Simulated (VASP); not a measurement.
Input of a VASP 6.6.1 run:

File INCAR:

```
PREC     = Accurate       # precision mode
ENCUT    = 520            # plane-wave cutoff, eV
EDIFF    = 1E-6           # SCF threshold, eV
ISMEAR   = -1             # smearing method
SIGMA    = 0.1            # smearing width, eV
LREAL    = False          # projectors in reciprocal space
LASPH    = True           # aspherical terms in the spheres
NELM     = 100            # most SCF steps
ALGO     = Normal         # electronic algorithm
ISIF     = 2              # what is computed and relaxed
LWAVE    = False          # write WAVECAR
LCHARG   = False          # write CHGCAR
GGA      = PS             # functional
NBANDS   = 18             # bands
```

The input KPOINTS:

```
Automatic mesh
0
Gamma
  10 10 10
```

POSCAR

```
Sc
1.0
    0.0000000000      3.1912695869      3.1912695869
    3.1912695869      0.0000000000      3.1912695869
    3.1912695869      3.1912695869      0.0000000000
Sc
2
Direct
    0.1250000000      0.1250000000      0.1250000000
    0.8750000000      0.8750000000      0.8750000000
```

Potentials or basis: VASP PAW PBE potentials, release 64 (Sc_sv).

The run is started by

```bash
$ cat potpaw_PBE.64/Sc_sv/POTCAR > POTCAR
$ mpirun -np 1 vasp_std > vasp.out
```

Question: Estimate the band gap on the k mesh.

Answer: Zero (band 11 reaches 2.25 eV, above the bottom of band 12 at 1.74 eV).

Question: What does it give for the pressure?

Answer: -0.4 GPa.

Caveat: the PAW data sets were made with another functional, which shifts forces and pressure a little.
